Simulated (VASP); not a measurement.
# AgBr (Fm-3m) in VASP: further runs

The runs below take AgBr through single point, with PBE.

All numbers are computed with VASP 6.6.1; they aren't measurements. Logs are shortened: lines on timing, memory, paths and dates and some standing lists are left out, and cuts for length are marked.

## 1. The cell of the first run

Symmetry: Fm-3m, No. 225, cubic system. Conventional cell: a = 5.329 Å, b = 5.329 Å, c = 5.329 Å, α = 90.00°, β = 90.00°, γ = 90.00°. Ag (site symmetry m-3m) has 6 Br at 2.66 Å within 3.5 Å. Within 3.5 Å of Br (site symmetry m-3m) lie 6 Ag at 2.66 Å.

## 2. Single point, PBE

Contents of INCAR:

```
PREC = Accurate
ENCUT = 500
EDIFF = 1E-6
ISMEAR = -1
SIGMA = 0.03
LREAL = False
LASPH = True
NELM = 120
ALGO = Normal
ISIF = 2
LWAVE = False
LCHARG = False
GGA = PE
NBANDS = 16
GGA_COMPAT = False
```

Contents of KPOINTS:

```
Automatic mesh
0
Gamma
  9 9 9
```

Contents of POSCAR:

```
AgBr
1.0
    0.0000000000      2.6644112382      2.6644112382
    2.6644112382      0.0000000000      2.6644112382
    2.6644112382      2.6644112382      0.0000000000
Ag Br
1 1
Direct
    0.0000000000      0.0000000000      0.0000000000
    0.5000000000      0.5000000000      0.5000000000
```

Potentials or basis: VASP PAW PBE potentials, release 64 (Ag, Br).

Command:

```console
$ cat potpaw_PBE.64/Ag/POTCAR potpaw_PBE.64/Br/POTCAR > POTCAR
$ mpirun -np 1 vasp_std > vasp.out
```

OUTCAR:

```text
PREC = Accurate
   ENCUT = 500
   EDIFF = 1E-6
   ISMEAR = -1
   LREAL = False
   LASPH = True
   NELM = 120
   ISIF = 2
   GGA = PE

 ion  position               nearest neighbor table
   1  0.000  0.000  0.000-   2 2.66   2 2.66   2 2.66   2 2.66   2 2.66   2 2.66
   2  0.500  0.500  0.500-   1 2.66   1 2.66   1 2.66   1 2.66   1 2.66   1 2.66

  LATTYP: Found a face centered cubic cell.
 ALAT       =     5.3288224764

  Lattice vectors:

 A1 = (   0.0000000000,   2.6644112382,   2.6644112382)
 A2 = (   2.6644112382,   0.0000000000,   2.6644112382)
 A3 = (   2.6644112382,   2.6644112382,   0.0000000000)

Analysis of symmetry for initial positions (statically):
=====================================================================
 Subroutine PRICEL returns:
 Original cell was already a primitive cell.

 Routine SETGRP: Setting up the symmetry group for a
 face centered cubic supercell.

 Subroutine GETGRP returns: Found 48 space group operations
 (whereof 48 operations were pure point group operations)
 out of a pool of 48 trial point group operations.

The static configuration has the point symmetry O_h .

Analysis of symmetry for dynamics (positions and initial velocities):
=====================================================================
 Subroutine PRICEL returns:
 Original cell was already a primitive cell.

 Routine SETGRP: Setting up the symmetry group for a
 face centered cubic supercell.

 Subroutine GETGRP returns: Found 48 space group operations
 (whereof 48 operations were pure point group operations)
 out of a pool of 48 trial point group operations.

The dynamic configuration has the point symmetry O_h .

 Subroutine INISYM returns: Found 48 space group operations
 (whereof 48 operations are pure point group operations),
 and found     1 'primitive' translations

----------------------------------------------------------------------------------------

                                     Primitive cell

  volume of cell :      37.8298

  direct lattice vectors                    reciprocal lattice vectors
     0.000000000  2.664411238  2.664411238    -0.187658719  0.187658719  0.187658719
     2.664411238  0.000000000  2.664411238     0.187658719 -0.187658719  0.187658719
     2.664411238  2.664411238  0.000000000     0.187658719  0.187658719 -0.187658719

  length of vectors
[... 80 lines left out ...]
   ENCUT  =  500.0 eV  36.75 Ry    6.06 a.u.   6.87  6.87  6.87*2*pi/ulx,y,z
   NELM   =    120;   NELMIN=  2; NELMDL= -5     # of ELM steps
   EDIFF  = 0.1E-05   stopping-criterion for ELM
   LREAL  =      F    real-space projection
   EDIFFG = 0.1E-04   stopping-criterion for IOM
   NSW    =      0    number of steps for IOM
   IBRION =     -1    ionic relax: 0-MD 1-quasi-New 2-CG
   NFREE  =      0    steps in history (QN), initial steepest desc. (CG)
   ISIF   =      2    stress and relaxation
   ISYM   =      2    0-nonsym 1-usesym 2-fastsym
   POTIM  = 0.5000    time-step for ionic-motion
   TEBEG  =    0.0;   TEEND  =   0.0 temperature during run
   PSTRESS=    0.0 pullay stress
   NELECT =      18.0000    total number of electrons
   NUPDOWN=      -1.0000    fix difference up-down
   EMIN   =  10.00;   EMAX   =-10.00  energy-range for DOS
   EFERMI =   0.00;   METHOD = LEGACY
   ISMEAR =    -1;   SIGMA  =   0.03  broadening in eV -4-tet -1-fermi 0-gaus
   EFERMI_NEDOS =   21; number of points for ismear=-14 and -15
   IALGO  =     38    algorithm
   IMIX   =      4    mixing-type and parameters
     AMIX     =   0.40;   BMIX     =  1.00
     AMIX_MAG =   1.60;   BMIX_MAG =  1.00
  volume/ion in A,a.u.               =      18.91       127.64
  Fermi-wavevector in a.u.,A,eV,Ry     =   1.278069  2.415201 22.224589  1.633461
  Thomas-Fermi vector in A             =   2.410633
   LORBIT       =      0    0 simple, 1 ext, 2 COOP (PROOUT), +10 PAW based schemes
   GGA     = PE    functional components
   LHFCALC =     F    Hartree Fock is set to
   AEXX    =    0.0000 exact exchange contribution
   IVDW    =     0    specifies the selected vdW correction
   LEPSILON=     F    determine dielectric tensor
   LRPA    =     F    only Hartree local field effects (RPA)
 non-spin polarized calculation
  energy-cutoff  :      500.00
  volume of cell :       37.83
 maximum number of plane-waves:       969
   NGX = 13   NGY = 13   NGZ = 13

 number of electron      18.0000000 magnetization

 Free energy of the ion-electron system (eV)
  ---------------------------------------------------
  ext. energy  EPLUGINS =         0.00000000
  ---------------------------------------------------
  free energy    TOTEN  =        -4.37776195 eV

  energy without entropy =       -4.37776194  energy(sigma->0) =       -4.37776194

 E-fermi :   7.1416     XC(G=0): -11.0383

 val. band max:        6.6727334719   @ k =   0.4444   0.0000   0.0000
 cond. band min:       7.5102386869   @ k =   0.0000   0.0000   0.0000
 fundamental gap:      0.8375052150
 Fermi energy:         7.1415530800

 k-point     1 :       0.0000    0.0000    0.0000
  band No.  band energies     occupation
      1     -10.0581      2.00000
      2       2.7217      2.00000
      3       2.7217      2.00000
      4       2.7217      2.00000
      5       2.7341      2.00000
      6       2.7341      2.00000
[... 433 lines left out ...]
      3       2.2474      2.00000
      4       2.5598      2.00000
      5       2.5598      2.00000
      6       2.9938      2.00000
[... 8 lines left out ...]
     15      22.3845      0.00000
     16      22.3846      0.00000

 [... further k-points ...]

------------------------ aborting loop because EDIFF is reached ----------------------------------------

  FORCE on cell =-STRESS in cart. coord.  units (eV):
  Direction    XX          YY          ZZ          XY          YZ          ZX
  --------------------------------------------------------------------------------------
  -------------------------------------------------------------------------------------
  Total        5.2463575      5.2463575      5.2463575      0.0000000      0.0000000      0.0000000
  in kB      222.1952118    222.1952118    222.1952118      0.0000000      0.0000000      0.0000000
  external PRESSURE =     222.1952118 kB  Pullay stress =       0.0000000 kB

 VOLUME and BASIS-vectors are now :
 -----------------------------------------------------------------------------
  energy-cutoff  :      500.00
  volume of cell :       37.83
      direct lattice vectors                 reciprocal lattice vectors
     0.000000000  2.664411238  2.664411238    -0.187658719  0.187658719  0.187658719
     2.664411238  0.000000000  2.664411238     0.187658719 -0.187658719  0.187658719
     2.664411238  2.664411238  0.000000000     0.187658719  0.187658719 -0.187658719

 POSITION                                       TOTAL-FORCE (eV/Angst)
 -----------------------------------------------------------------------------------
      0.00000      0.00000      0.00000         0.000000     -0.000000      0.000000
      2.66441      2.66441      2.66441        -0.000000      0.000000     -0.000000
 -----------------------------------------------------------------------------------
    total drift:                                0.000000      0.000000      0.000000

  FREE ENERGIE OF THE ION-ELECTRON SYSTEM (eV)
  ---------------------------------------------------
  free  energy   TOTEN  =        -4.3777619504 eV

  energy  without entropy=       -4.3777619389  energy(sigma->0) =       -4.37776194
```

stdout:

```text
POSCAR found type information on POSCAR AgBr
 POSCAR found :  2 types and       2 ions
 scaLAPACK will be used
 LDA part: xc-table for (Slater+PW92), standard interpolation
 POSCAR, INCAR and KPOINTS ok, starting setup
 FFT: planning ... GRIDC
 FFT: planning ... GRID_SOFT
 FFT: planning ... GRID
 WAVECAR not read
 entering main loop
```

Wall time 23 s (1 thread of Intel Xeon 8259CL, shared host); peak memory 0.17 GiB.

Results:

```yaml
Free_energy: -4.3778 eV
Pressure: 22.2 GPa
Band_gap_on_the_k_mesh: 0.84 eV (least direct gap 3.11 eV)
```

Levels at points of the mesh, in eV from the valence-band top:
| k point | band 6 | band 7 | band 8 | band 9 | band 10 | band 11 | band 12 | band 13 |
| --- | --- | --- | --- | --- | --- | --- | --- | --- |
| (0.00, 0.00, 0.00) | -3.94 | -2.76 | -2.76 | -2.76 | 0.84 | 9.89 | 9.89 | 9.89 |

Caveat: the cell stands under pressure; an odd mesh through Γ misses points on the zone boundary, where band edges can lie.

## 3. Single point, PBE (18.91 Å³/atom)

Contents of INCAR:

```
SYSTEM = AgBr
  PREC = Accurate
  ENCUT = 500
  EDIFF = 1E-6
  ISMEAR = -1
  SIGMA = 0.03
  LREAL = .False.
  LASPH = .True.
  NELM = 120
  ALGO = Normal
  ISIF = 2
  LWAVE = .False.
  LCHARG = .False.
  GGA = PE
  NBANDS = 16
  GGA_COMPAT = .False.
```

Contents of KPOINTS:

```
regular mesh
0
Gamma
  9 9 9
  0 0 0
```

POSCAR is that of step 2.

Potentials or basis: VASP PAW PBE potentials, release 64 (Ag, Br).

Command:

```console
$ cat potpaw_PBE.64/Ag/POTCAR potpaw_PBE.64/Br/POTCAR > POTCAR
$ mpirun -np 1 vasp_std > vasp.out
```

It took 21 s on 1 thread of Intel Xeon 8259CL, shared host; peak memory 0.16 GiB.

Results (log left out):

* Free energy: -4.3778 eV
* Pressure: 22.2 GPa
* Band gap on the k mesh: 0.84 eV (least direct gap 3.11 eV)

Levels at points of the mesh, in eV from the valence-band top:
| k point | band 6 | band 7 | band 8 | band 9 | band 10 | band 11 | band 12 | band 13 |
| --- | --- | --- | --- | --- | --- | --- | --- | --- |
| (0.00, 0.00, 0.00) | -3.94 | -2.76 | -2.76 | -2.76 | 0.84 | 9.89 | 9.89 | 9.89 |

Caveat: the cell stands under pressure; an odd mesh through Γ misses points on the zone boundary, where band edges can lie.

## 4. Single point, PBE

This run uses another cell than the first one, of 21.28 Å³/atom.

Contents of INCAR:

```
ALGO     = Normal         # electronic algorithm
EDIFF    = 1E-6           # SCF threshold, eV
ENCUT    = 500            # plane-wave cutoff, eV
GGA      = PE             # functional
GGA_COMPAT= False        
ISIF     = 2              # what is computed and relaxed
ISMEAR   = -1             # smearing method
LASPH    = True           # aspherical terms in the spheres
LCHARG   = False          # write CHGCAR
LREAL    = False          # projectors in reciprocal space
LWAVE    = False          # write WAVECAR
NBANDS   = 16             # bands
NELM     = 120            # most SCF steps
PREC     = Accurate       # precision mode
SIGMA    = 0.03           # smearing width, eV
```

Contents of KPOINTS:

```
k-points
0
Gamma
  9 9 9
```

Contents of POSCAR:

```
AgBr
1.0
    0.0000000000      2.7710993572      2.7710993572
    2.7710993572      0.0000000000      2.7710993572
    2.7710993572      2.7710993572      0.0000000000
Ag Br
1 1
Direct
    0.0000000000      0.0000000000      0.0000000000
    0.5000000000      0.5000000000      0.5000000000
```

Command:

```console
$ cat potpaw_PBE.64/Ag/POTCAR potpaw_PBE.64/Br/POTCAR > POTCAR
$ mpirun -np 1 vasp_std > vasp.out
```

It took 38 s on 1 thread of Intel Xeon 8259CL, shared host; peak memory 0.18 GiB.

It converged, with:

```yaml
Free_energy: -4.8229 eV
Pressure: 9.3 GPa
Band_gap_on_the_k_mesh: 0.73 eV (least direct gap 3.01 eV)
```

Levels at points of the mesh, in eV from the valence-band top:
| k point | band 7 | band 8 | band 9 | band 10 | band 11 | band 12 |
| --- | --- | --- | --- | --- | --- | --- |
| (0.00, 0.00, 0.00) | -2.28 | -2.28 | -2.28 | 0.73 | 9.93 | 9.93 |

Caveat: the cell stands under pressure; an odd mesh through Γ misses points on the zone boundary, where band edges can lie.

## 5. Single point, PBE

This run uses another cell than the first one, of 23.64 Å³/atom.

Contents of INCAR:

```
SYSTEM = AgBr
PREC = Accurate
ENCUT = 500
EDIFF = 1E-6
ISMEAR = -1
SIGMA = 0.03
LREAL = .FALSE.
LASPH = .TRUE.
NELM = 120
ALGO = Normal
ISIF = 2
LWAVE = .FALSE.
LCHARG = .FALSE.
GGA = PE
NBANDS = 16
GGA_COMPAT = .FALSE.
```

Contents of KPOINTS:

```
Automatic mesh
0
G
  9 9 9
  0 0 0
```

Contents of POSCAR:

```
AgBr
1.0
    0.0000000000      2.8701500000      2.8701500000
    2.8701500000      0.0000000000      2.8701500000
    2.8701500000      2.8701500000      0.0000000000
Ag Br
1 1
Direct
    0.0000000000      0.0000000000      0.0000000000
    0.5000000000      0.5000000000      0.5000000000
```

Command:

```console
$ cat potpaw_PBE.64/Ag/POTCAR potpaw_PBE.64/Br/POTCAR > POTCAR
$ mpirun -np 1 vasp_std > vasp.out
```

Run time: 38 s. Hardware: 1 thread of Intel Xeon 8259CL, shared host; peak memory 0.18 GiB.

Results (log left out):

| Property | Result |
| --- | --- |
| Free energy | -4.9833 eV |
| Pressure | 2.3 GPa |
| Band gap on the k mesh | 0.72 eV (least direct gap 2.61 eV) |

Levels at points of the mesh, in eV from the valence-band top:
```
           k point  band 6  band 7  band 8  band 9  band 10  band 11  band 12  band 13
(0.00, 0.00, 0.00)   -2.75   -1.89   -1.89   -1.89     0.72     9.96     9.96     9.96
```

Caveat: an odd mesh through Γ misses points on the zone boundary, where band edges can lie.

(Part 1 of 2 ends here.)
